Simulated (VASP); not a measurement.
# Mg12O13 in VASP: single point with PBE

Aim: the single point of Mg12O13 with PBE.

Everything below comes from runs of VASP 6.6.1. Logs are shortened: lines on timing, memory, paths and dates and some standing lists are left out, and cuts for length are marked.

## Step 1: The cell of the first run

The cell holds a slab with vacuum, 25 atoms: a = 5.614 Å, b = 5.614 Å, c = 18.730 Å, α = 90.00°, β = 90.00°, γ = 60.00°.

## Step 2: Single point, PBE, collinear spin

INCAR reads:

```
ALGO = Normal ; EDIFF = 1E-7
ENCUT = 520 ; GGA = PE
ISIF = 2 ; ISMEAR = -1
ISPIN = 2 ; LASPH = True
LCHARG = True ; LELF = True
LORBIT = 11 ; LREAL = Auto
LVHAR = True ; LWAVE = False
MAGMOM = 0 0 0 0 0 0 0 0 0 0 0 0 0 0 0 0 0 0 0 0 0 0 0 0 1 ; NBANDS = 73
NELM = 150 ; PREC = Accurate
SIGMA = 0.02
```

KPOINTS reads:

```
k-points
0
Gamma
  2 2 1
```

POSCAR reads:

```
Mg12O13
1.0
    5.6144280000      0.0000000000      0.0000000000
    2.8072140000      4.8622370000      0.0000000000
    0.0000000000      0.0000000000     18.7302010000
Mg O
12 13
Direct
    0.0000000000      0.0000000000      0.0533897100
    0.0000006556      0.4999961952      0.0533897100
    0.4999975064      0.0000000000      0.0533897100
    0.4999981621      0.4999961952      0.0533897100
    0.6760724746      0.6597786163      0.1915729575
    0.6406972271      0.1933060852      0.1893679625
    0.1435364286      0.6786176815      0.1882094058
    0.1498959155      0.2041241511      0.1895121147
    0.3108060278      0.3305063081      0.3218064771
    0.3093382710      0.8647871340      0.3178129268
    0.7888370813      0.3870852038      0.3346253465
    0.8050372285      0.8570335012      0.3193665674
    0.3333259081      0.8333407031      0.1145743177
    0.3333355358      0.3333239412      0.1145743177
    0.8333234145      0.8333407031      0.1145743177
    0.8333330422      0.3333239412      0.1145743177
   -0.0139106231      0.5259307599      0.2491217259
   -0.0250075305      0.0199496651      0.2517591776
    0.4651521991      0.5341368592      0.2553416271
    0.4753119104      0.0182014986      0.2494740980
    0.6393364009      0.1867658857      0.3761892358
    0.6085725540      0.7580872755      0.3827721870
    0.1273274649      0.1880615856      0.3789494838
    0.1201024413      0.7226714782      0.4729687631
    0.2839537432      0.5335404259      0.5114947779
```

Potentials or basis: VASP PAW PBE potentials, release 64 (Mg, O).

Command:

```sh
$ cat potpaw_PBE.64/Mg/POTCAR potpaw_PBE.64/O/POTCAR > POTCAR
$ mpirun -np 1 vasp_std > vasp.out
```

OUTCAR:

```text
EDIFF = 1E-7
   ENCUT = 520
   GGA = PE
   ISIF = 2
   ISMEAR = -1
   ISPIN = 2
   LASPH = True
   LORBIT = 11
   LREAL = Auto
   NELM = 150
   PREC = Accurate

 ion  position               nearest neighbor table
   1  0.000  0.000  0.053-  16 1.98  13 1.98  15 1.98   2 2.81   3 2.81   4 2.81   4 2.81   3 2.81
                             2 2.81   7 2.97   8 3.08   6 3.09
   2  0.000  0.500  0.053-  14 1.98  16 1.99  15 1.99   1 2.81   3 2.81   4 2.81   4 2.81   3 2.81
                             1 2.81   8 2.93   7 2.97   5 3.03
   3  0.500  0.000  0.053-  14 1.98  15 1.98  13 1.98   2 2.81   4 2.81   1 2.81   1 2.81   4 2.81
                             2 2.81   6 3.02   8 3.07   5 3.07
   4  0.500  0.500  0.053-  16 1.98  14 1.98  13 1.99   3 2.81   2 2.81   1 2.81   1 2.81   2 2.81
                             3 2.81   6 2.95   5 3.06   7 3.06
   5  0.676  0.660  0.192-  17 1.86  19 2.04  20 2.06  16 2.14  15 2.16  13 2.20   8 2.61   7 2.68
                             6 2.72  12 2.88   6 2.90   7 2.94  10 2.96  11 2.99   8 3.01   2 3.03
   6  0.641  0.193  0.189-  18 2.00  20 2.00  14 2.05  19 2.07  16 2.14  15 2.24   5 2.72   8 2.73
                             7 2.76   7 2.86   8 2.89   5 2.90  12 2.93   4 2.95   9 2.96   3 3.02
   7  0.144  0.679  0.188-  17 1.89  19 2.01  18 2.04  15 2.04  13 2.17  14 2.17   8 2.65   5 2.68
                             6 2.76   6 2.86   5 2.94  12 2.96   8 2.97  10 2.97   1 2.97   2 2.97
   8  0.150  0.204  0.190-  17 1.92  20 1.94  14 2.07  16 2.09  18 2.10  13 2.28   5 2.61   7 2.65
                             6 2.73   9 2.85   6 2.89  10 2.92   2 2.93   7 2.97   5 3.01   3 3.07
   9  0.311  0.331  0.322-  21 1.90  23 1.92  20 2.04  17 2.09  19 2.14  10 2.62  12 2.72  11 2.80
                             8 2.85  11 2.87  12 2.90   6 2.96  10 3.00   7 3.02
  10  0.309  0.865  0.318-  22 1.91  23 1.95  19 1.99  20 2.01  18 2.04   9 2.62  11 2.71  12 2.76
                            12 2.85   8 2.92  11 2.94   5 2.96   7 2.97   9 3.00
  11  0.789  0.387  0.335-  23 1.85  21 1.88  22 2.02  19 2.17  17 2.29  18 2.37  12 2.70  10 2.71
                             9 2.80   9 2.87  10 2.94  12 2.95   5 2.99   6 3.19   8 3.24
  12  0.805  0.857  0.319-  22 1.88  21 1.92  18 2.06  20 2.07  17 2.08  11 2.70   9 2.72  10 2.76
                            10 2.85   5 2.88   9 2.90   6 2.93  11 2.95   7 2.96
  13  0.333  0.833  0.115-   1 1.98   3 1.98   4 1.99   7 2.17   5 2.20   8 2.28
  14  0.333  0.333  0.115-   3 1.98   2 1.98   4 1.98   6 2.05   8 2.07   7 2.17
  15  0.833  0.833  0.115-   3 1.98   1 1.98   2 1.99   7 2.04   5 2.16   6 2.24
  16  0.833  0.333  0.115-   1 1.98   4 1.98   2 1.99   8 2.09   6 2.14   5 2.14
  17  0.986  0.526  0.249-   5 1.86   7 1.89   8 1.92  12 2.08   9 2.09  11 2.29
  18  0.975  0.020  0.252-   6 2.00   7 2.04  10 2.04  12 2.06   8 2.10  11 2.37
  19  0.465  0.534  0.255-  10 1.99   7 2.01   5 2.04   6 2.07   9 2.14  11 2.17
  20  0.475  0.018  0.249-   8 1.94   6 2.00  10 2.01   9 2.04   5 2.06  12 2.07
  21  0.639  0.187  0.376-  11 1.88   9 1.90  12 1.92
  22  0.609  0.758  0.383-  12 1.88  10 1.91  11 2.02
  23  0.127  0.188  0.379-  11 1.85   9 1.92  10 1.95
  24  0.120  0.723  0.473-  25 1.23
  25  0.284  0.534  0.511-  24 1.23

  LATTYP: Found a hexagonal cell.
[... 228 lines left out ...]

 spin component 1

 k-point     1 :       0.0000    0.0000    0.0000
  band No.  band energies     occupation
      1     -27.0579      1.00000
      2     -21.1103      1.00000
      3     -20.3770      1.00000
      4     -20.0420      1.00000
      5     -19.8484      1.00000
      6     -19.5492      1.00000
[... 253 lines left out ...]
     62       5.6373      0.00000
     63       6.0929      0.00000
 Fermi energy:        -1.3001070268

 spin component 2

 k-point     1 :       0.0000    0.0000    0.0000
  band No.  band energies     occupation
      1     -25.8763      1.00000
      2     -21.1123      1.00000
      3     -20.3820      1.00000
      4     -20.0434      1.00000
      5     -19.8507      1.00000
      6     -19.5548      1.00000
[... 253 lines left out ...]
     62       5.6370      0.00000
     63       6.0754      0.00000
 [bands above 63 left out]

------------------------ aborting loop because EDIFF is reached ----------------------------------------

  FORCE on cell =-STRESS in cart. coord.  units (eV):
  Direction    XX          YY          ZZ          XY          YZ          ZX
  --------------------------------------------------------------------------------------
  -------------------------------------------------------------------------------------
  Total       46.8133424     43.3622922      4.9752849      0.0367031     -4.2420101      2.5457481
  in kB      146.6885292    135.8747428     15.5899404      0.1150085    -13.2922407      7.9770429
  external PRESSURE =      99.3844041 kB  Pullay stress =       0.0000000 kB

 VOLUME and BASIS-vectors are now :
 -----------------------------------------------------------------------------
  energy-cutoff  :      520.00
  volume of cell :      511.31
      direct lattice vectors                 reciprocal lattice vectors
     5.614428000  0.000000000  0.000000000     0.178112534 -0.102833325  0.000000000
     2.807214000  4.862237000  0.000000000     0.000000000  0.205666651  0.000000000
     0.000000000  0.000000000 18.730201000     0.000000000  0.000000000  0.053389710

 POSITION                                       TOTAL-FORCE (eV/Angst)
 -----------------------------------------------------------------------------------
      0.00000      0.00000      1.00000         0.066855     -0.051947     -0.528247
      1.40360      2.43110      1.00000        -0.028143      0.079930     -0.915408
      2.80720      0.00000      1.00000        -0.073663     -0.135137     -0.512619
      4.21080      2.43110      1.00000         0.017210      0.170578     -0.689057
      5.64790      3.20800      3.58820        -2.074957      1.955161     -1.123078
      4.13980      0.93990      3.54690         0.524850     -0.778021      0.257309
[... 17 lines left out ...]
      2.70300      3.51380      8.85880         0.105908     -0.273958      0.087521
      3.09200      2.59420      9.58040        -0.101392      0.234690     -0.125817
 -----------------------------------------------------------------------------------
    total drift:                               -0.000580      0.011695     -0.015279

  FREE ENERGIE OF THE ION-ELECTRON SYSTEM (eV)
  ---------------------------------------------------
  free  energy   TOTEN  =      -124.9802834259 eV

  energy  without entropy=     -124.9691555855  energy(sigma->0) =     -124.97471951

 total charge

# of ion       s       p       d       tot
------------------------------------------
    1        0.201   0.187   0.064   0.453
    2        0.204   0.188   0.064   0.456
    3        0.201   0.187   0.064   0.452
    4        0.202   0.188   0.064   0.454
    5        0.168   0.211   0.099   0.477
    6        0.162   0.200   0.091   0.453
[... 17 lines left out ...]
   24        1.612   3.274   0.000   4.886
   25        1.615   3.255   0.000   4.870
--------------------------------------------------
tot         22.596  48.029   1.048  71.674

 magnetization (x)

# of ion       s       p       d       tot
------------------------------------------
    1       -0.001  -0.001  -0.000  -0.002
    2       -0.000  -0.000  -0.000  -0.000
    3       -0.000  -0.000  -0.000  -0.001
    4       -0.001  -0.001  -0.000  -0.001
    5        0.000   0.000   0.000   0.000
    6        0.000   0.000   0.000   0.000
[... 17 lines left out ...]
   24        0.010   0.746   0.000   0.756
   25        0.010   0.809   0.000   0.820
--------------------------------------------------
tot          0.020   0.347  -0.020   0.346
```

It took 19 min on 1 thread of Intel Xeon 6975P-C (Granite Rapids), shared host; peak memory 0.82 GiB.

What came out:

* Free energy: -124.9803 eV
* Largest force: 3.064 eV/Å
* Net moment: 0.51 μB per cell
* Site moments: Mg -0.00, +0.00, -0.02 (each value once); O -0.00, +0.00, -0.41, -0.38, +0.76, +0.82 (each value once) μB
* Valence electrons inside the program's atomic spheres: Mg 0.45, 0.46, 0.48, 0.49, 0.51, 0.50 (each value once); O 5.12, 5.16, 5.15, 5.20, 5.14, 5.18, 5.00, 4.97, 4.89, 4.87 (each value once)

Forces on the atoms (eV/Å):
```
Mg   0.067 -0.052 -0.528
Mg  -0.028  0.080 -0.915
Mg  -0.074 -0.135 -0.513
Mg   0.017  0.171 -0.689
Mg  -2.075  1.955 -1.123
Mg   0.525 -0.778  0.257
Mg   1.806  1.538 -0.614
Mg  -0.909 -2.492 -0.491
Mg   0.540 -0.170  0.289
Mg  -0.273  0.812  0.377
Mg  -0.592 -0.028  0.166
Mg   0.269  1.313  0.009
O   -0.060 -0.029  0.664
O   -0.118  0.419  1.073
O   -0.220  0.053  0.798
O   -0.077  0.328  1.326
O   -0.024 -0.391  1.497
O    0.157 -0.072 -0.767
O    0.121 -0.763 -0.667
O    0.567 -0.021 -1.134
O   -0.216  0.061  0.733
O   -0.089 -1.714 -0.001
O    0.680 -0.046  0.289
O    0.106 -0.274  0.088
O   -0.101  0.235 -0.126
```

Caveat: the k points lie up to 0.65 Å⁻¹ apart; the standard files for N, O and F lose accuracy on very short bonds; the atoms stand as in a frame of molecular dynamics; there is no dipole correction, which matters where the two faces differ.
